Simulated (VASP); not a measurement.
# Ba (I4/mmm) in VASP: single point with r2SCAN

Aim: the single point of Ba with r2SCAN.

All numbers are computed with VASP 6.6.1; they aren't measurements. Logs are shortened: lines on timing, memory, paths and dates and some standing lists are left out, and cuts for length are marked.

## 1. The cell of the first run

It takes space group I4/mmm (No. 139, tetragonal). The conventional cell has a = 5.058 Å, b = 5.058 Å, c = 4.935 Å, α = 90.00°, β = 90.00°, γ = 90.00°. Within 5.7 Å of Ba (site symmetry 4/mmm) lie 14 Ba at 4.34 to 5.06 Å.

## 2. Single point, r2SCAN

Contents of POSCAR:

```
Ba
1.0
   -2.5288412995      2.5288412995      2.4675481612
    2.5288412995     -2.5288412995      2.4675481612
    2.5288412995      2.5288412995     -2.4675481612
Ba
1
Direct
    0.0000000000      0.0000000000      0.0000000000
```

Contents of INCAR.step1:

```
SYSTEM = Ba
ALGO = Normal
EDIFF = 1E-4
ENCUT = 520
GGA = PE
ISMEAR = 0
LASPH = .TRUE.
LCHARG = .FALSE.
LREAL = .FALSE.
LWAVE = .TRUE.
NBANDS = 11
NELM = 100
PREC = Accurate
SIGMA = 0.1
```

Contents of INCAR.step2:

```
SYSTEM = Ba
ALGO = Normal
EDIFF = 1E-6
ENCUT = 520
ISIF = 2
ISMEAR = 0
ISTART = 1
LASPH = .TRUE.
LCHARG = .TRUE.
LELF = .TRUE.
LMIXTAU = .TRUE.
LREAL = .FALSE.
LVHAR = .TRUE.
LWAVE = .FALSE.
METAGGA = R2SCAN
NBANDS = 11
NELM = 100
PREC = Accurate
SIGMA = 0.1
```

Contents of KPOINTS:

```
k-points
0
G
  8 8 8
  0 0 0
```

Potentials or basis: VASP PAW PBE potentials, release 64 (Ba_sv).

Run with:

```
> cat potpaw_PBE.64/Ba_sv/POTCAR > POTCAR
> cp INCAR.step1 INCAR
> mpirun -np 1 vasp_std > vasp.out
> cp INCAR.step2 INCAR
> mpirun -np 1 vasp_std > vasp.out
```

OUTCAR:

```text
SYSTEM = Ba
   EDIFF = 1E-6
   ENCUT = 520
   ISIF = 2
   ISMEAR = 0
   ISTART = 1
   LASPH = .TRUE.
   LREAL = .FALSE.
   METAGGA = R2SCAN
   NELM = 100
   PREC = Accurate

 ion  position               nearest neighbor table
   1  0.000  0.000  0.000-

  LATTYP: Found a body centered tetragonal cell.
 ALAT       =     5.0576825990
 C/A-ratio  =     0.9757623627

  Lattice vectors:

 A1 = (  -2.5288412995,   2.5288412995,   2.4675481612)
 A2 = (   2.5288412995,  -2.5288412995,   2.4675481612)
 A3 = (   2.5288412995,   2.5288412995,  -2.4675481612)

Analysis of symmetry for initial positions (statically):
=====================================================================
 Subroutine PRICEL returns:
 Original cell was already a primitive cell.

 Routine SETGRP: Setting up the symmetry group for a
 body centered tetragonal supercell.

 Subroutine GETGRP returns: Found 16 space group operations
 (whereof 16 operations were pure point group operations)
 out of a pool of 16 trial point group operations.

The static configuration has the point symmetry D_4h.

Analysis of symmetry for dynamics (positions and initial velocities):
=====================================================================
 Subroutine PRICEL returns:
 Original cell was already a primitive cell.

 Routine SETGRP: Setting up the symmetry group for a
 body centered tetragonal supercell.

 Subroutine GETGRP returns: Found 16 space group operations
 (whereof 16 operations were pure point group operations)
 out of a pool of 16 trial point group operations.

The dynamic configuration has the point symmetry D_4h.

 Subroutine INISYM returns: Found 16 space group operations
 (whereof 16 operations are pure point group operations),
 and found     1 'primitive' translations

----------------------------------------------------------------------------------------

                                     Primitive cell

  volume of cell :      63.1203

  direct lattice vectors                    reciprocal lattice vectors
    -2.528841299  2.528841299  2.467548161     0.000000000  0.197719011  0.202630290
     2.528841299 -2.528841299  2.467548161     0.197719011  0.000000000  0.202630290
     2.528841299  2.528841299 -2.467548161     0.197719011  0.197719011  0.000000000

  length of vectors
     4.344982228  4.344982228  4.344982228     0.283111006  0.283111006  0.279616906

[... 83 lines left out ...]
   NFREE  =      0    steps in history (QN), initial steepest desc. (CG)
   ISIF   =      2    stress and relaxation
   ISYM   =      2    0-nonsym 1-usesym 2-fastsym
   POTIM  = 0.5000    time-step for ionic-motion
   TEBEG  =    0.0;   TEEND  =   0.0 temperature during run
   PSTRESS=    0.0 pullay stress
   NELECT =      10.0000    total number of electrons
   NUPDOWN=      -1.0000    fix difference up-down
   EMIN   =  10.00;   EMAX   =-10.00  energy-range for DOS
   EFERMI =   0.00;   METHOD = LEGACY
   ISMEAR =     0;   SIGMA  =   0.10  broadening in eV -4-tet -1-fermi 0-gaus
   EFERMI_NEDOS =   21; number of points for ismear=-14 and -15
   IALGO  =     38    algorithm
   IMIX   =      4    mixing-type and parameters
     AMIX     =   0.40;   BMIX     =  1.00
     AMIX_MAG =   1.60;   BMIX_MAG =  1.00
  volume/ion in A,a.u.               =      63.12       425.96
  Fermi-wavevector in a.u.,A,eV,Ry     =   0.885833  1.673982 10.676495  0.784700
  Thomas-Fermi vector in A             =   2.006919
   LORBIT       =      0    0 simple, 1 ext, 2 COOP (PROOUT), +10 PAW based schemes
   METAGGA = R2SCAN    functional components
   LHFCALC =     F    Hartree Fock is set to
   AEXX    =    0.0000 exact exchange contribution
   IVDW    =     0    specifies the selected vdW correction
   LEPSILON=     F    determine dielectric tensor
   LRPA    =     F    only Hartree local field effects (RPA)
 non-spin polarized calculation
 Gauss-broadening in eV      SIGMA  =   0.10
  energy-cutoff  :      520.00
  volume of cell :       63.12
 maximum number of plane-waves:      1721
   NGX = 17   NGY = 17   NGZ = 17

 number of electron      10.0000000 magnetization

 Free energy of the ion-electron system (eV)
  ---------------------------------------------------
  ext. energy  EPLUGINS =         0.00000000
  ---------------------------------------------------
  free energy    TOTEN  =       -26.43749373 eV

  energy without entropy =      -26.43360121  energy(sigma->0) =      -26.43554747

 E-fermi :   1.6914     XC(G=0):  -7.8231

 val. band max:        1.6638397078   @ k =   0.3750   0.3750  -0.0000
 cond. band min:       1.8042013760   @ k =   0.5000   0.5000   0.2500
 fundamental gap:      0.1403616682
 Fermi energy:         1.6914405071

 k-point     1 :       0.0000    0.0000    0.0000
  band No.  band energies     occupation
      1     -28.1973      2.00000
      2     -12.7307      2.00000
      3     -12.7307      2.00000
      4     -12.7283      2.00000
      5      -1.1605      2.00000
      6       3.7567      0.00000
      7       3.9115      0.00000
      8       3.9115      0.00000
      9       5.0843      0.00000
     10       5.3159      0.00000
     11       8.9407      0.00000
[... 309 lines left out ...]
 k-point    24 :       0.3750    0.1250    0.1250
  band No.  band energies     occupation
      1     -28.1488      2.00000
      2     -13.1343      2.00000
      3     -12.9224      2.00000
      4     -12.8063      2.00000
      5       1.4412      1.99960
      6       2.3602      0.00000
      7       2.6636      0.00000
      8       5.5567      0.00000
      9       5.9361      0.00000
     10       7.3579      0.00000
     11       7.8338      0.00000

 [... further k-points ...]

------------------------ aborting loop because EDIFF is reached ----------------------------------------

  FORCE on cell =-STRESS in cart. coord.  units (eV):
  Direction    XX          YY          ZZ          XY          YZ          ZX
  --------------------------------------------------------------------------------------
  -------------------------------------------------------------------------------------
  Total        0.0831548      0.0831548      0.1644160      0.0000000      0.0000000      0.0000000
  in kB        2.1107120      2.1107120      4.1733594      0.0000000      0.0000000      0.0000000
  external PRESSURE =       2.7982611 kB  Pullay stress =       0.0000000 kB

 VOLUME and BASIS-vectors are now :
 -----------------------------------------------------------------------------
  energy-cutoff  :      520.00
  volume of cell :       63.12
      direct lattice vectors                 reciprocal lattice vectors
    -2.528841299  2.528841299  2.467548161     0.000000000  0.197719011  0.202630290
     2.528841299 -2.528841299  2.467548161     0.197719011  0.000000000  0.202630290
     2.528841299  2.528841299 -2.467548161     0.197719011  0.197719011  0.000000000

 POSITION                                       TOTAL-FORCE (eV/Angst)
 -----------------------------------------------------------------------------------
      0.00000      0.00000      0.00000        -0.000000      0.000000     -0.000000
 -----------------------------------------------------------------------------------
    total drift:                                0.000000      0.000000      0.000000

  FREE ENERGIE OF THE ION-ELECTRON SYSTEM (eV)
  ---------------------------------------------------
  free  energy   TOTEN  =       -26.4374937281 eV

  energy  without entropy=      -26.4336012084  energy(sigma->0) =      -26.43554747
```

OSZICAR.step1:

```text
N       E                     dE             d eps       ncg     rms          rms(c)
DAV:   1     0.537287830269E+02    0.53729E+02   -0.41576E+03  1306   0.744E+02
DAV:   2     0.731304079147E+00   -0.52997E+02   -0.51488E+02  1543   0.135E+02
DAV:   3    -0.184269569539E+01   -0.25740E+01   -0.25606E+01  1656   0.312E+01
DAV:   4    -0.191172322248E+01   -0.69028E-01   -0.68924E-01  1692   0.480E+00
DAV:   5    -0.191385085017E+01   -0.21276E-02   -0.21274E-02  1745   0.682E-01    0.163E+00
DAV:   6    -0.191366257917E+01    0.18827E-03   -0.34146E-03  1610   0.540E-01    0.967E-01
DAV:   7    -0.191423675251E+01   -0.57417E-03   -0.66196E-03  1486   0.856E-01    0.436E-02
DAV:   8    -0.191442699091E+01   -0.19024E-03   -0.34123E-04  1940   0.108E-01    0.316E-02
DAV:   9    -0.191443632195E+01   -0.93310E-05   -0.67656E-06   868   0.230E-02
   1 F= -.19144363E+01 E0= -.19122439E+01  d E =-.438488E-02
```

Run time: 83 s. Hardware: 1 thread of Intel Xeon 6975P-C (Granite Rapids), shared host; peak memory 0.2 GiB.

Results:

| Item | Value |
| --- | --- |
| Free energy | -26.4375 eV |
| Pressure | 0.3 GPa |
| Band gap on the k mesh | zero (bands 5 and 6 overlap by 1.14 eV) |

Caveat: the PAW data sets were made with another functional, which shifts forces and pressure a little; spin-orbit coupling is left out, which moves the levels of the heavy elements.

The gap in the log of VASP goes by the Fermi energy; the results here count the filled bands.